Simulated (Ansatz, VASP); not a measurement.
## ZnS: VASP beside Ansatz

```
Zn S
1.0
     0.00000    2.60824    2.60824
     2.60824    0.00000    2.60824
     2.60824    2.60824    0.00000
Zn S
1 1
Cartesian
  0.0000 0.0000 0.0000
  1.3041 1.3041 1.3041
```

Change from the starting cell: volume scaled by 0.88, PAW files.

Alike in both runs: task single point; functional PBE; k mesh 14 × 14 × 14; occupations fermi-dirac, width 0.08 eV; no spin polarisation.

```csv
,VASP,Ansatz
version,VASP 6.6.1,Ansatz 0.2.0
potentials or method,"VASP PAW PBE potentials, release 64 (Zn, S)","PAW with Ansatz's default frozen-core files, scalar-relativistic"
plane-wave cutoff (eV),520,420
valence electrons in the cell,18,18
```

|  | VASP | Ansatz | Ansatz less VASP |
| --- | --- | --- | --- |
| pressure (GPa) | 12.0 | 11.8 | -0.21 |
